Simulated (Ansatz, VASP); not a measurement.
NbH2: VASP beside Ansatz

INCAR

```
ALGO = Normal
EDIFF = 1E-8
ENCUT = 520
ISIF = 2
ISMEAR = -1
LASPH = T
LCHARG = F
LEFG = T
LREAL = F
LWAVE = F
NBANDS = 14
NELM = 80
PREC = Accurate
SIGMA = 0.03
```

Contents of KPOINTS:

```
k-points
0
Gamma
  15 15 15
```

POSCAR

```
NbH2
1.0
    0.0000000000      2.2506651390      2.2506651390
    2.2506651390      0.0000000000      2.2506651390
    2.2506651390      2.2506651390      0.0000000000
Nb H
1 2
Direct
    0.0000000000      0.0000000000      0.0000000000
    0.2500000000      0.2500000000      0.2500000000
    0.7500000000      0.7500000000      0.7500000000
```

Input for Ansatz:

```yaml
crystal:
  lattice:
    - [0.0, 2.250665139, 2.250665139]
    - [2.250665139, 0.0, 2.250665139]
    - [2.250665139, 2.250665139, 0.0]
  atoms:
    - { symbol: Nb, position: [0.0, 0.0, 0.0] }
    - { symbol: H, position: [0.25, 0.25, 0.25] }
    - { symbol: H, position: [0.75, 0.75, 0.75] }
kpoints:
  mp_grid: { grid: [15, 15, 15] }
scf:
  occupations: { method: fermi_dirac, width: 0.03 }
hamiltonian:
  xc: lda
  pseudopotentials: { kind: paw }
output:
  forces: true
  stress: true
  eigenvalues: true
  efg: { contact_densities: true }
```

Change from the starting cell: volume scaled by 0.96, PAW files.

Alike in both runs: task electric field gradients; functional LDA; k mesh 15 × 15 × 15; occupations fermi-dirac, width 0.03 eV; no spin polarisation.

|  | VASP | Ansatz |
| --- | --- | --- |
| version | VASP 6.6.1 | Ansatz 0.2.0 |
| potentials or method | VASP PAW LDA potentials, release 64 (Nb_sv, H) | PAW with Ansatz's default frozen-core files, scalar-relativistic |
| plane-wave cutoff (eV) | 520 | 420 |
| valence electrons in the cell | 15 | 15 |

|  | VASP | Ansatz | Ansatz less VASP |
| --- | --- | --- | --- |
| pressure (GPa) | -1.0 | -0.8 | +0.18 |

LDA's correlation is that of Perdew and Zunger in VASP and of Perdew and Wang (1992) in Ansatz.
